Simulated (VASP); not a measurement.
# Sb (R-3m) in VASP: a series of runs

The runs below take Sb through single point, with PBEsol.

Program: VASP 6.6.1. These are calculated values, not measurements. Logs are shortened: lines on timing, memory, paths and dates and some standing lists are left out, and cuts for length are marked.

### 1 The cell of the first run

The structure is trigonal, space group R-3m (No. 166). Conventional cell: a = 4.541 Å, b = 4.541 Å, c = 10.079 Å, α = 90.00°, β = 90.00°, γ = 120.00°. Sb (site symmetry 3m) has 6 Sb at 2.95 to 3.30 Å within 3.9 Å.

### 2 Single point, PBEsol

INCAR

```
  PREC = Accurate
  ENCUT = 520
  EDIFF = 1E-6
  ISMEAR = 0
  SIGMA = 0.15
  LREAL = False
  LASPH = True
  NELM = 60
  ALGO = Normal
  ISIF = 2
  LWAVE = False
  LCHARG = False
  GGA = PS
  NBANDS = 12
```

KPOINTS

```
regular mesh
0
Gamma
  15 15 15
```

POSCAR

```
Sb
1.0
    2.2703182135      1.3107688317      3.3595552717
   -2.2703182135      1.3107688317      3.3595552717
    0.0000000000     -2.6215376634      3.3595552718
Sb
2
Direct
    0.2336400000      0.2336400000      0.2336400000
    0.7663600000      0.7663600000      0.7663600000
```

Potentials or basis: VASP PAW PBE potentials, release 64 (Sb).

Started as:

```console
$ cat potpaw_PBE.64/Sb/POTCAR > POTCAR
$ mpirun -np 1 vasp_std > vasp.out
```

OUTCAR:

```text
PREC = Accurate
   ENCUT = 520
   EDIFF = 1E-6
   ISMEAR = 0
   LREAL = False
   LASPH = True
   NELM = 60
   ISIF = 2
   GGA = PS

 ion  position               nearest neighbor table
   1  0.234  0.234  0.234-   2 2.95   2 2.95   2 2.95   2 3.30   2 3.30   2 3.30
   2  0.766  0.766  0.766-   1 2.95   1 2.95   1 2.95   1 3.30   1 3.30   1 3.30

  LATTYP: Found a trigonal (rhomboedric) cell.
 ALAT       =     4.2613461892
 COS(alpha) =     0.4323118520

  Lattice vectors:

 A1 = (   2.2703182135,   1.3107688317,   3.3595552717)
 A2 = (  -2.2703182135,   1.3107688317,   3.3595552717)
 A3 = (   0.0000000000,  -2.6215376634,   3.3595552718)

Analysis of symmetry for initial positions (statically):
=====================================================================
 Subroutine PRICEL returns:
 Original cell was already a primitive cell.

 Routine SETGRP: Setting up the symmetry group for a
 trigonal (rhombohedral) supercell.

 Subroutine GETGRP returns: Found 12 space group operations
 (whereof 12 operations were pure point group operations)
 out of a pool of 12 trial point group operations.

The static configuration has the point symmetry D_3d.

Analysis of symmetry for dynamics (positions and initial velocities):
=====================================================================
 Subroutine PRICEL returns:
 Original cell was already a primitive cell.

 Routine SETGRP: Setting up the symmetry group for a
 trigonal (rhombohedral) supercell.

 Subroutine GETGRP returns: Found 12 space group operations
 (whereof 12 operations were pure point group operations)
 out of a pool of 12 trial point group operations.

The dynamic configuration has the point symmetry D_3d.

 Subroutine INISYM returns: Found 12 space group operations
 (whereof 12 operations are pure point group operations),
 and found     1 'primitive' translations

----------------------------------------------------------------------------------------

                                     Primitive cell

  volume of cell :      59.9854

  direct lattice vectors                    reciprocal lattice vectors
     2.270318213  1.310768832  3.359555272     0.220233444  0.127151838  0.099219482
    -2.270318213  1.310768832  3.359555272    -0.220233444  0.127151838  0.099219482
     0.000000000 -2.621537663  3.359555272     0.000000000 -0.254303677  0.099219482

  length of vectors
     4.261346189  4.261346189  4.261346189     0.272974112  0.272974112  0.272974112

  position of ions in fractional coordinates (direct lattice)
     0.233640000  0.233640000  0.233640000
     0.766360000  0.766360000  0.766360000

  ion indices of the primitive-cell ions
   primitive index   ion index
                 1           1
                 2           2

----------------------------------------------------------------------------------------

 KPOINTS: regular mesh

Automatic generation of k-mesh.
 Grid dimensions read from file:
 generate k-points for:   15   15   15

 Generating k-lattice:

  Cartesian coordinates                     Fractional coordinates (reciprocal lattice)
     0.014682230  0.008476789  0.006614632     0.066666667 -0.000000000  0.000000000
    -0.014682230  0.008476789  0.006614632    -0.000000000  0.066666667  0.000000000
     0.000000000 -0.016953578  0.006614632    -0.000000000 -0.000000000  0.066666667

  Length of vectors
     0.018198274  0.018198274  0.018198274

  Shift w.r.t. Gamma in fractional coordinates (k-lattice)
     0.000000000  0.000000000  0.000000000

 Subroutine IBZKPT returns following result:
 ===========================================

 Found    344 irreducible k-points:

 Following reciprocal coordinates:
            Coordinates               Weight
  0.000000  0.000000  0.000000      1.000000
  0.066667 -0.000000  0.000000      6.000000
  0.133333  0.000000  0.000000      6.000000
  0.200000 -0.000000  0.000000      6.000000
  0.266667  0.000000  0.000000      6.000000
  0.333333 -0.000000  0.000000      6.000000
[... 16 lines left out ...]
  0.133333  0.133333  0.000000      6.000000
  0.200000  0.133333  0.000000     12.000000
 [... further k-points ...]
   k-points           NKPTS =    344   k-points in BZ     NKDIM =    344   number of bands    NBANDS=     12
   number of dos      NEDOS =    301   number of ions     NIONS =      2
   total plane-waves  NPLWV =  32768
   dimension x,y,z NGX =    32 NGY =   32 NGZ =   32
   dimension x,y,z NGXF=    64 NGYF=   64 NGZF=   64
   ions per type =               2
   NGX,Y,Z   is equivalent  to a cutoff of  12.48, 12.48, 12.48 a.u.
   NGXF,Y,Z  is equivalent  to a cutoff of  24.97, 24.97, 24.97 a.u.
 SYSTEM =  unknown system
   PREC   = accura    normal or accurate (medium, high low for compatibility)
   ISTART =      0    job   : 0-new  1-cont  2-samecut
   ICHARG =      2    charge: 1-file 2-atom 10-const
   ISPIN  =      1    spin polarized calculation?
   LNONCOLLINEAR =      F non collinear calculations
   LSORBIT =      F    spin-orbit coupling
   LASPH  =      T    aspherical Exc in radial PAW
   ENCUT  =  520.0 eV  38.22 Ry    6.18 a.u.   7.92  7.92  7.92*2*pi/ulx,y,z
   NELM   =     60;   NELMIN=  2; NELMDL= -5     # of ELM steps
   EDIFF  = 0.1E-05   stopping-criterion for ELM
   LREAL  =      F    real-space projection
   EDIFFG = 0.1E-04   stopping-criterion for IOM
   NSW    =      0    number of steps for IOM
   IBRION =     -1    ionic relax: 0-MD 1-quasi-New 2-CG
   NFREE  =      0    steps in history (QN), initial steepest desc. (CG)
   ISIF   =      2    stress and relaxation
   ISYM   =      2    0-nonsym 1-usesym 2-fastsym
   POTIM  = 0.5000    time-step for ionic-motion
   TEBEG  =    0.0;   TEEND  =   0.0 temperature during run
   PSTRESS=    0.0 pullay stress
   NELECT =      10.0000    total number of electrons
   NUPDOWN=      -1.0000    fix difference up-down
   EMIN   =  10.00;   EMAX   =-10.00  energy-range for DOS
   EFERMI =   0.00;   METHOD = LEGACY
   ISMEAR =     0;   SIGMA  =   0.15  broadening in eV -4-tet -1-fermi 0-gaus
   EFERMI_NEDOS =   21; number of points for ismear=-14 and -15
   IALGO  =     38    algorithm
   IMIX   =      4    mixing-type and parameters
     AMIX     =   0.40;   BMIX     =  1.00
     AMIX_MAG =   1.60;   BMIX_MAG =  1.00
  volume/ion in A,a.u.               =      29.99       202.40
  Fermi-wavevector in a.u.,A,eV,Ry     =   0.901003  1.702649 11.045295  0.811806
  Thomas-Fermi vector in A             =   2.024030
   LORBIT       =      0    0 simple, 1 ext, 2 COOP (PROOUT), +10 PAW based schemes
   GGA     = PS    functional components
   LHFCALC =     F    Hartree Fock is set to
   AEXX    =    0.0000 exact exchange contribution
   IVDW    =     0    specifies the selected vdW correction
   LEPSILON=     F    determine dielectric tensor
   LRPA    =     F    only Hartree local field effects (RPA)
 non-spin polarized calculation
 Gauss-broadening in eV      SIGMA  =   0.15
  energy-cutoff  :      520.00
  volume of cell :       59.99
 maximum number of plane-waves:      1644
   NGX = 15   NGY = 15   NGZ = 15

 number of electron      10.0000000 magnetization

 number of electron       9.9999999 magnetization

 Free energy of the ion-electron system (eV)
  ---------------------------------------------------
  ext. energy  EPLUGINS =         0.00000000
  ---------------------------------------------------
  free energy    TOTEN  =        -9.01010882 eV

  energy without entropy =       -9.00271703  energy(sigma->0) =       -9.00641293

 E-fermi :   6.7986     XC(G=0):  -9.7194

 val. band max:        6.7883606660   @ k =   0.4667   0.4000   0.4000
 cond. band min:       6.8070288024   @ k =  -0.2000   0.0667   0.0667
 fundamental gap:      0.0186681364
 Fermi energy:         6.7985725838

 k-point     1 :       0.0000    0.0000    0.0000
  band No.  band energies     occupation
      1      -5.4997      2.00000
      2       2.3277      2.00000
      3       4.9002      2.00000
      4       4.9002      2.00000
      5       6.2450      2.00000
      6       9.4613      0.00000
      7      10.0971      0.00000
      8      10.0971      0.00000
      9      11.6736      0.00000
     10      11.6736      0.00000
     11      13.2911      0.00000
     12      13.8242      0.00000

 k-point     2 :       0.0667   -0.0000    0.0000
  band No.  band energies     occupation
      1      -5.4532      2.00000
      2       2.0530      2.00000
      3       4.9099      2.00000
      4       5.0951      2.00000
      5       6.2207      2.00000
      6       9.3431      0.00000
      7       9.9767      0.00000
      8      10.0210      0.00000
      9      11.6288      0.00000
     10      11.6521      0.00000
     11      13.1164      0.00000
     12      14.1039      0.00000

 k-point     3 :       0.1333    0.0000    0.0000
  band No.  band energies     occupation
      1      -5.3140      2.00000
      2       1.4090      2.00000
      3       4.9402      2.00000
      4       5.5046      2.00000
      5       6.1630      2.00000
      6       9.0266      0.00000
      7       9.6116      0.00000
      8       9.7851      0.00000
      9      11.6623      0.00000
     10      11.6880      0.00000
     11      13.1242      0.00000
     12      14.7154      0.00000
[... 286 lines left out ...]
 k-point    23 :       0.1333    0.1333    0.0000
  band No.  band energies     occupation
      1      -5.2468      2.00000
      2       1.4281      2.00000
      3       4.4575      2.00000
      4       5.2246      2.00000
      5       6.8165      0.86544
      6       7.9181      0.00000
      7       9.6938      0.00000
      8      10.4731      0.00000
      9      11.4049      0.00000
     10      12.4350      0.00000
     11      13.1487      0.00000
     12      14.2987      0.00000

 k-point    24 :       0.2000    0.1333    0.0000
  band No.  band energies     occupation
      1      -5.0761      2.00000
      2       0.9638      2.00000
      3       4.3694      2.00000
      4       5.1275      2.00000
      5       6.9068      0.30747
      6       7.5829      0.00000
      7       9.6052      0.00000
      8      10.4966      0.00000
      9      11.3107      0.00000
     10      12.7100      0.00000
     11      13.6642      0.00000
     12      14.6473      0.00000

 [... further k-points ...]
[... 5 lines left out ...]
  --------------------------------------------------------------------------------------
  -------------------------------------------------------------------------------------
  Total       -0.9185665     -0.9185665      0.8072782      0.0000000      0.0000000      0.0000000
  in kB      -24.5343919    -24.5343919     21.5619446      0.0000000      0.0000000      0.0000000
  external PRESSURE =      -9.1689464 kB  Pullay stress =       0.0000000 kB

 VOLUME and BASIS-vectors are now :
 -----------------------------------------------------------------------------
  energy-cutoff  :      520.00
  volume of cell :       59.99
      direct lattice vectors                 reciprocal lattice vectors
     2.270318213  1.310768832  3.359555272     0.220233444  0.127151838  0.099219482
    -2.270318213  1.310768832  3.359555272    -0.220233444  0.127151838  0.099219482
     0.000000000 -2.621537663  3.359555272     0.000000000 -0.254303677  0.099219482

 POSITION                                       TOTAL-FORCE (eV/Angst)
 -----------------------------------------------------------------------------------
      0.00000      0.00000      2.35478         0.000000      0.000000      0.345157
      0.00000      0.00000      7.72389         0.000000     -0.000000     -0.345157
 -----------------------------------------------------------------------------------
    total drift:                                0.000000      0.000000     -0.000000

  FREE ENERGIE OF THE ION-ELECTRON SYSTEM (eV)
  ---------------------------------------------------
  free  energy   TOTEN  =        -9.0101088218 eV

  energy  without entropy=       -9.0027170342  energy(sigma->0) =       -9.00641293
```

Run time: 44 s. Hardware: 1 thread of Intel Xeon 6975P-C (Granite Rapids), shared host; peak memory 0.33 GiB.

Results:

```
Free energy            : -9.0101 eV
Pressure               : -0.9 GPa
Largest force          : 0.345 eV/Å
Band gap on the k mesh : zero (band 5 reaches 6.95 eV, above the bottom of band 6 at 6.41 eV)
```

Forces in eV/Å, atoms in the order of the input:
```
Sb   0.000  0.000  0.345
Sb   0.000  0.000 -0.345
```

Caveat: the PAW data sets were made with another functional, which shifts forces and pressure a little; spin-orbit coupling is left out, which moves the levels of the heavy elements.

### 3 Single point, PBEsol

This run uses another cell than the first one, of the same volume but with other edges.

INCAR

```
ALGO     = Normal         # electronic algorithm
EDIFF    = 1E-6           # SCF threshold, eV
ENCUT    = 520            # plane-wave cutoff, eV
GGA      = PS             # functional
ISIF     = 2              # what is computed and relaxed
ISMEAR   = 0              # smearing method
LASPH    = T              # aspherical terms in the spheres
LCHARG   = F              # write CHGCAR
LREAL    = F              # projectors in reciprocal space
LWAVE    = F              # write WAVECAR
NBANDS   = 12             # bands
NELM     = 100            # most SCF steps
PREC     = Accurate       # precision mode
SIGMA    = 0.15           # smearing width, eV
```

KPOINTS

```
k-points
0
Gamma
  15 15 15
```

POSCAR

```
Sb
1.0
    2.0237923961      1.1684370847      4.2278866706
   -2.0237923961      1.1684370847      4.2278866706
    0.0000000000     -2.3368741693      4.2278866706
Sb
2
Direct
    0.2336400000      0.2336400000      0.2336400000
    0.7663600000      0.7663600000      0.7663600000
```

Potentials or basis: VASP PAW PBE potentials, release 64 (Sb).

Started as:

```console
$ cat potpaw_PBE.64/Sb/POTCAR > POTCAR
$ mpirun -np 1 vasp_std > vasp.out
```

It took 71 s on 1 thread of Intel Xeon 6975P-C (Granite Rapids), shared host; peak memory 0.35 GiB.

It converged, with:

| Quantity | Value |
| --- | --- |
| Free energy | -8.9940 eV |
| Pressure | 1.0 GPa |
| Largest force | 0.023 eV/Å |
| Band gap on the k mesh | zero (band 5 reaches 8.03 eV, above the bottom of band 6 at 6.53 eV) |

Forces in eV/Å, atoms in the order of the input:
```
Sb   0.000  0.000 -0.023
Sb   0.000  0.000  0.023
```

Stress tensor (GPa, compression positive):
```
 2.43  0.00  0.00
 0.00  2.43  0.00
 0.00  0.00 -1.91
```

Levels at points of the mesh, in eV from the Fermi level:
| k point | band 1 | band 2 | band 3 | band 4 | band 5 | band 6 | band 7 | band 8 | band 9 | band 10 |
| --- | --- | --- | --- | --- | --- | --- | --- | --- | --- | --- |
| (0.00, 0.00, 0.00) | -12.67 | -5.27 | -3.15 | -0.77 | -0.77 | 2.53 | 2.94 | 2.94 | 5.67 | 6.08 |

Caveat: the PAW data sets were made with another functional, which shifts forces and pressure a little; spin-orbit coupling is left out, which moves the levels of the heavy elements.
